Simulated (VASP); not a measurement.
# Sn3Se2S (P-3m1) in VASP: relaxation of cell and atoms with PBE

Aim: the relaxation of cell and atoms of Sn3Se2S with PBE.

Everything below comes from runs of VASP 6.6.1. Logs are shortened: lines on timing, memory, paths and dates and some standing lists are left out, and cuts for length are marked.

## Step 1: The cell of the first run

The structure is trigonal, space group P-3m1 (No. 164). The conventional cell has a = 4.235 Å, b = 4.235 Å, c = 10.342 Å, α = 90.00°, β = 90.00°, γ = 120.00°. Within 3.9 Å of Sn (site symmetry 3m) lie 3 S at 2.94 Å and 3 Se at 3.02 Å. Sn (site symmetry -3m) has 6 Se at 3.02 Å within 4.0 Å. Within 4.0 Å of Se (site symmetry 3m) lie 6 Sn at 3.02 Å. S (site symmetry -3m) has 6 Sn at 2.94 Å within 3.9 Å.

## Step 2: Relaxation of cell and atoms, PBE

Input file INCAR:

```
SYSTEM = Sn3Se2S
ALGO = Normal
EDIFF = 1E-6
EDIFFG = -0.01
ENCUT = 600
GGA = PE
IBRION = 2
ISIF = 3
ISMEAR = 0
LASPH = .True.
LCHARG = .False.
LREAL = .False.
LWAVE = .False.
NELM = 100
NSW = 100
PREC = Accurate
SIGMA = 0.02
```

Input file KPOINTS:

```
k-points
0
Gamma
  12 12 4
  0 0 0
```

Input file POSCAR:

```
Sn3Se2S
1.0
    4.2354696502      0.0000000000      0.0000000000
   -2.1177348251      3.6680243140      0.0000000000
    0.0000000000      0.0000000000     10.3415594659
Sn Se S
3 2 1
Direct
    0.6666666667      0.3333333333      0.8421226337
    0.0000000000      0.0000000000      0.5000000000
    0.3333333333      0.6666666667      0.1578773663
    0.3333333333      0.6666666667      0.6713075203
    0.6666666667      0.3333333333      0.3286924797
    0.0000000000      0.0000000000      0.0000000000
```

Potentials or basis: VASP PAW PBE potentials, release 64 (Sn_d, Se, S).

Started as:

```sh
$ cat potpaw_PBE.64/Sn_d/POTCAR potpaw_PBE.64/Se/POTCAR potpaw_PBE.64/S/POTCAR > POTCAR
$ mpirun -np 1 vasp_std > vasp.out
```

OUTCAR:

```text
SYSTEM = Sn3Se2S
   EDIFF = 1E-6
   EDIFFG = -0.01
   ENCUT = 600
   GGA = PE
   IBRION = 2
   ISIF = 3
   ISMEAR = 0
   LASPH = .True.
   LREAL = .False.
   NELM = 100
   NSW = 100
   PREC = Accurate

 ion  position               nearest neighbor table
   1  0.667  0.333  0.842-   6 2.94   6 2.94   6 2.94   4 3.02   4 3.02   4 3.02
   2  0.000  0.000  0.500-   4 3.02   5 3.02   4 3.02   5 3.02   5 3.02   4 3.02
   3  0.333  0.667  0.158-   6 2.94   6 2.94   6 2.94   5 3.02   5 3.02   5 3.02
   4  0.333  0.667  0.671-   1 3.02   1 3.02   1 3.02   2 3.02   2 3.02   2 3.02
   5  0.667  0.333  0.329-   3 3.02   3 3.02   3 3.02   2 3.02   2 3.02   2 3.02
   6  0.000  0.000  0.000-   1 2.94   3 2.94   3 2.94   1 2.94   1 2.94   3 2.94

  LATTYP: Found a hexagonal cell.
 ALAT       =     4.2354696502
 C/A-ratio  =     2.4416559012

  Lattice vectors:

 A1 = (   4.2354696502,   0.0000000000,   0.0000000000)
 A2 = (  -2.1177348251,   3.6680243140,   0.0000000000)
 A3 = (   0.0000000000,   0.0000000000,  10.3415594659)

Analysis of symmetry for initial positions (statically):
=====================================================================
 Subroutine PRICEL returns:
 Original cell was already a primitive cell.

 Routine SETGRP: Setting up the symmetry group for a
 hexagonal supercell.

 Subroutine GETGRP returns: Found 12 space group operations
 (whereof 12 operations were pure point group operations)
 out of a pool of 24 trial point group operations.

The static configuration has the point symmetry D_3d.

Analysis of symmetry for dynamics (positions and initial velocities):
=====================================================================
 Subroutine PRICEL returns:
 Original cell was already a primitive cell.

 Routine SETGRP: Setting up the symmetry group for a
 hexagonal supercell.

 Subroutine GETGRP returns: Found 12 space group operations
 (whereof 12 operations were pure point group operations)
 out of a pool of 24 trial point group operations.

The dynamic configuration has the point symmetry D_3d.

 Subroutine INISYM returns: Found 12 space group operations
 (whereof 12 operations are pure point group operations),
 and found     1 'primitive' translations

----------------------------------------------------------------------------------------

                                     Primitive cell

  volume of cell :     160.6645

  direct lattice vectors                    reciprocal lattice vectors
     4.235469650  0.000000000  0.000000000     0.236101326  0.136313164  0.000000000
    -2.117734825  3.668024314  0.000000000     0.000000000  0.272626328  0.000000000
     0.000000000  0.000000000 10.341559466     0.000000000  0.000000000  0.096697215

  length of vectors
     4.235469650  4.235469650 10.341559466     0.272626328  0.272626328  0.096697215

  position of ions in fractional coordinates (direct lattice)
     0.666666667  0.333333333  0.842122634
     0.000000000  0.000000000  0.500000000
     0.333333333  0.666666667  0.157877366
     0.333333333  0.666666667  0.671307520
     0.666666667  0.333333333  0.328692480
     0.000000000  0.000000000  0.000000000

  ion indices of the primitive-cell ions
   primitive index   ion index
                 1           1
                 2           2
                 3           3
                 4           4
                 5           5
                 6           6

----------------------------------------------------------------------------------------

 KPOINTS: k-points

Automatic generation of k-mesh.
 Grid dimensions read from file:
 generate k-points for:   12   12    4

 Generating k-lattice:

  Cartesian coordinates                     Fractional coordinates (reciprocal lattice)
     0.019675110  0.011359430  0.000000000     0.083333333  0.000000000  0.000000000
     0.000000000  0.022718861  0.000000000     0.000000000  0.083333333  0.000000000
     0.000000000  0.000000000  0.024174304     0.000000000  0.000000000  0.250000000

  Length of vectors
     0.022718861  0.022718861  0.024174304

  Shift w.r.t. Gamma in fractional coordinates (k-lattice)
     0.000000000  0.000000000  0.000000000

 Subroutine IBZKPT returns following result:
 ===========================================

 Found     69 irreducible k-points:

 Following reciprocal coordinates:
            Coordinates               Weight
  0.000000  0.000000  0.000000      1.000000
  0.083333  0.000000  0.000000      6.000000
  0.166667  0.000000  0.000000      6.000000
  0.250000 -0.000000  0.000000      6.000000
  0.333333  0.000000  0.000000      6.000000
  0.416667 -0.000000  0.000000      6.000000
[... 16 lines left out ...]
  0.166667  0.000000  0.250000      6.000000
  0.000000  0.166667  0.250000      6.000000
 [... further k-points ...]
   k-points           NKPTS =     69   k-points in BZ     NKDIM =     69   number of bands    NBANDS=     36
   number of dos      NEDOS =    301   number of ions     NIONS =      6
   total plane-waves  NPLWV = 108864
   dimension x,y,z NGX =    36 NGY =   36 NGZ =   84
   dimension x,y,z NGXF=    72 NGYF=   72 NGZF=  168
   ions per type =               3   2   1
   NGX,Y,Z   is equivalent  to a cutoff of  14.13, 14.13, 13.50 a.u.
   NGXF,Y,Z  is equivalent  to a cutoff of  28.26, 28.26, 27.01 a.u.
 SYSTEM =  Sn3Se2S
   PREC   = accura    normal or accurate (medium, high low for compatibility)
   ISTART =      0    job   : 0-new  1-cont  2-samecut
   ICHARG =      2    charge: 1-file 2-atom 10-const
   ISPIN  =      1    spin polarized calculation?
   LNONCOLLINEAR =      F non collinear calculations
   LSORBIT =      F    spin-orbit coupling
   LASPH  =      T    aspherical Exc in radial PAW
   ENCUT  =  600.0 eV  44.10 Ry    6.64 a.u.   8.46  8.46 20.65*2*pi/ulx,y,z
   NELM   =    100;   NELMIN=  2; NELMDL= -5     # of ELM steps
   EDIFF  = 0.1E-05   stopping-criterion for ELM
   LREAL  =      F    real-space projection
   EDIFFG = -.1E-01   stopping-criterion for IOM
   NSW    =    100    number of steps for IOM
   IBRION =      2    ionic relax: 0-MD 1-quasi-New 2-CG
   NFREE  =      1    steps in history (QN), initial steepest desc. (CG)
   ISIF   =      3    stress and relaxation
   ISYM   =      2    0-nonsym 1-usesym 2-fastsym
   POTIM  = 0.5000    time-step for ionic-motion
   TEBEG  =    0.0;   TEEND  =   0.0 temperature during run
   PSTRESS=    0.0 pullay stress
   NELECT =      60.0000    total number of electrons
   NUPDOWN=      -1.0000    fix difference up-down
   EMIN   =  10.00;   EMAX   =-10.00  energy-range for DOS
   EFERMI =   0.00;   METHOD = LEGACY
   ISMEAR =     0;   SIGMA  =   0.02  broadening in eV -4-tet -1-fermi 0-gaus
   EFERMI_NEDOS =   21; number of points for ismear=-14 and -15
   IALGO  =     38    algorithm
   IMIX   =      4    mixing-type and parameters
     AMIX     =   0.40;   BMIX     =  1.00
     AMIX_MAG =   1.60;   BMIX_MAG =  1.00
  volume/ion in A,a.u.               =      26.78       180.70
  Fermi-wavevector in a.u.,A,eV,Ry     =   1.178923  2.227841 18.910174  1.389859
  Thomas-Fermi vector in A             =   2.315243
   LORBIT       =      0    0 simple, 1 ext, 2 COOP (PROOUT), +10 PAW based schemes
   GGA     = PE    functional components
   LHFCALC =     F    Hartree Fock is set to
   AEXX    =    0.0000 exact exchange contribution
   IVDW    =     0    specifies the selected vdW correction
   LEPSILON=     F    determine dielectric tensor
   LRPA    =     F    only Hartree local field effects (RPA)
 conjugate gradient relaxation of ions
 non-spin polarized calculation
 Gauss-broadening in eV      SIGMA  =   0.02
  energy-cutoff  :      600.00
  volume of cell :      160.66
 maximum number of plane-waves:      5423
 NGX is ok and might be reduce to    36
   NGX = 17   NGY = 17   NGZ = 41

--------------------------------------- Ionic step        1  -------------------------------------------

 number of electron      60.0000014 magnetization

 Free energy of the ion-electron system (eV)
  ---------------------------------------------------
  ext. energy  EPLUGINS =         0.00000000
  ---------------------------------------------------
  free energy    TOTEN  =       -25.18871762 eV

  energy without entropy =      -25.18871762  energy(sigma->0) =      -25.18871762

------------------------ aborting loop because EDIFF is reached ----------------------------------------

  FORCE on cell =-STRESS in cart. coord.  units (eV):
  Direction    XX          YY          ZZ          XY          YZ          ZX
  --------------------------------------------------------------------------------------
  -------------------------------------------------------------------------------------
  Total        0.1511752      0.1511752      0.2492571      0.0000000     -0.0000000      0.0000000
  in kB        1.5075489      1.5075489      2.4856403      0.0000000     -0.0000000      0.0000000
  external PRESSURE =       1.8335794 kB  Pullay stress =       0.0000000 kB
[... 105 lines left out ...]
  energy  without entropy=      -25.1891749307  energy(sigma->0) =      -25.18917493

--------------------------------------- Ionic step        4  -------------------------------------------

 number of electron      60.0000015 magnetization

 Free energy of the ion-electron system (eV)
  ---------------------------------------------------
  ext. energy  EPLUGINS =         0.00000000
  ---------------------------------------------------
  free energy    TOTEN  =       -25.18922783 eV

  energy without entropy =      -25.18922783  energy(sigma->0) =      -25.18922783

 E-fermi :   5.8305     XC(G=0):  -9.5683

 val. band max:        5.6769618860   @ k =   0.5000  -0.0000   0.5000
 cond. band min:       6.0809795712   @ k =   0.0833   0.0000   0.2500
 fundamental gap:      0.4040176851
 Fermi energy:         5.8305088360

 k-point     1 :       0.0000    0.0000    0.0000
  band No.  band energies     occupation
      1     -15.9717      2.00000
      2     -15.9717      2.00000
      3     -15.9704      2.00000
      4     -15.9699      2.00000
      5     -15.9698      2.00000
      6     -15.9698      2.00000
[... 925 lines left out ...]
     35       8.1616      0.00000
     36       8.8783      0.00000

 [... further k-points ...]

------------------------ aborting loop because EDIFF is reached ----------------------------------------

  FORCE on cell =-STRESS in cart. coord.  units (eV):
  Direction    XX          YY          ZZ          XY          YZ          ZX
  --------------------------------------------------------------------------------------
  -------------------------------------------------------------------------------------
  Total       -0.0252246     -0.0252246      0.0227275      0.0000000      0.0000000      0.0000000
  in kB       -0.2505411     -0.2505411      0.2257387      0.0000000      0.0000000      0.0000000
  external PRESSURE =      -0.0917811 kB  Pullay stress =       0.0000000 kB
[... 21 lines left out ...]
  FREE ENERGIE OF THE ION-ELECTRON SYSTEM (eV)
  ---------------------------------------------------
  free  energy   TOTEN  =       -25.1892278277 eV

  energy  without entropy=      -25.1892278277  energy(sigma->0) =      -25.18922783

 reached required accuracy - stopping structural energy minimisation
```

Wall time 28 min (1 thread of Oxide Virtual Turin-like, shared host); peak memory 0.6 GiB.

What came out:

* Free energy: -25.1892 eV
* Relaxed volume: 26.88 Å³/atom
* Relaxed cell: a = 4.239 Å, b = 4.239 Å, c = 10.365 Å, α = 90.00°, β = 90.00°, γ = 120.00°
* Space group after relaxing (to 0.1 Å): P-3m1 (No. 164)
* Energy gained by relaxing: 0.1 meV/atom
* Ionic steps: 4
* Pressure after relaxing: 0.0 GPa
* Largest force after relaxing: 0.008 eV/Å
* Band gap on the k mesh: 0.40 eV (least direct gap 0.49 eV)

Forces on the atoms (eV/Å):
```
Sn   0.000  0.000  0.008
Sn   0.000  0.000  0.000
Sn   0.000  0.000 -0.008
Se   0.000  0.000 -0.003
Se   0.000  0.000  0.003
S    0.000  0.000  0.000
```

The path:
```
step  energy change (eV)  largest force (eV/Å)  pressure (GPa)  volume (Å³)
   1              0.0000                0.0277            0.18       160.66
   2             -0.0005                0.0144           -0.03       161.38
   3             -0.0005                0.0170           -0.02       161.34
   4             -0.0005                0.0084           -0.01       161.31
```

Final structure:
```xyz
6
Lattice="4.2392 0.0000 0.0000 -2.1196 3.6713 0.0000 0.0000 0.0000 10.3645" Properties=species:S:1:pos:R:3 pbc="T T T"
Sn    2.1196    1.2238    8.7304
Sn   -2.1196    3.6713    5.1823
Sn    0.0000    2.4475    1.6341
Se    0.0000    2.4475    6.9567
Se    2.1196    1.2238    3.4078
S     0.0000    0.0000   10.3645
```

Levels at points of the mesh, in eV from the valence-band top:
```tsv
k point	band 27	band 28	band 29	band 30	band 31	band 32	band 33	band 34
(0.00, 0.00, 0.00)	-1.94	-1.94	-0.65	-0.61	1.38	1.44	1.79	1.79
(0.50, 0.00, 0.00)	-2.70	-2.48	-1.31	-1.30	1.49	1.61	2.27	2.39
(0.00, 0.00, 0.50)	-1.91	-1.58	-1.54	-0.01	0.50	1.30	1.30	3.02
(0.50, 0.00, 0.50)	-2.89	-2.03	-2.01	0.00	0.49	1.32	1.32	3.35
```

Caveat: semilocal functionals underestimate gaps, and a narrow one can read as zero; spin-orbit coupling is left out, which moves the levels of the heavy elements.
